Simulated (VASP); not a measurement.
Write the native input for VASP 6.6.1 that does the following.

```
Task                   : single point
Functional             : PBE
Potentials or basis    : VASP PAW PBE potentials, release 64 (Fe, S)
Cutoff                 : 600 eV
k mesh                 : 6 × 6 × 8
Occupations            : gaussian, width 0.02 eV
Spin                   : no spin polarisation
Dipole correction      : no
Further INCAR settings : ALGO = Normal; EDIFF = 1e-06; NBANDS = 29
```

The structure of FeS2 lies in POSCAR:

```
FeS2
1.0
    4.2882068913      0.0000000000      0.0000000000
    0.0000000000      5.2545494936      0.0000000000
    0.0000000000      0.0000000000      3.2870266639
Fe S
2 4
Direct
    0.0000000000      0.0000000000      0.0000000000
    0.5000000000      0.5000000000      0.5000000000
    0.2040495148      0.3752199103      0.0000000000
    0.2959504852      0.8752199103      0.5000000000
    0.7959504852      0.6247800897      0.0000000000
    0.7040495148      0.1247800897      0.5000000000
```

The input as run:

INCAR

```
SYSTEM = FeS2
PREC     = Accurate       ! precision mode
ENCUT    = 600            ! plane-wave cutoff, eV
EDIFF    = 1E-6           ! SCF threshold, eV
ISMEAR   = 0              ! smearing method
SIGMA    = 0.02           ! smearing width, eV
LREAL    = .FALSE.        ! projectors in reciprocal space
LASPH    = .TRUE.         ! aspherical terms in the spheres
NELM     = 120            ! most SCF steps
ALGO     = Normal         ! electronic algorithm
ISIF     = 2              ! what is computed and relaxed
LWAVE    = .FALSE.        ! write WAVECAR
LCHARG   = .TRUE.         ! write CHGCAR
GGA      = PE             ! functional
LELF     = .TRUE.         ! ELF
LVHAR    = .TRUE.       
NBANDS   = 29             ! bands
GGA_COMPAT= .FALSE.
```

KPOINTS

```
Automatic mesh
0
G
  6 6 8
  0 0 0
```

Potentials or basis: VASP PAW PBE potentials, release 64 (Fe, S).

Run with:

```sh
$ cat potpaw_PBE.64/Fe/POTCAR potpaw_PBE.64/S/POTCAR > POTCAR
$ mpirun -np 1 vasp_std > vasp.out
```

It gave:

```
Pressure               : 17.9 GPa
Largest force          : 0.088 eV/Å
Band gap on the k mesh : 1.15 eV (least direct gap 1.44 eV)
```

Caveat: the cell stands under pressure.

It took 7 min on 1 thread of Oxide Virtual Turin-like Processor (shared host), peak memory 0.27 GiB.
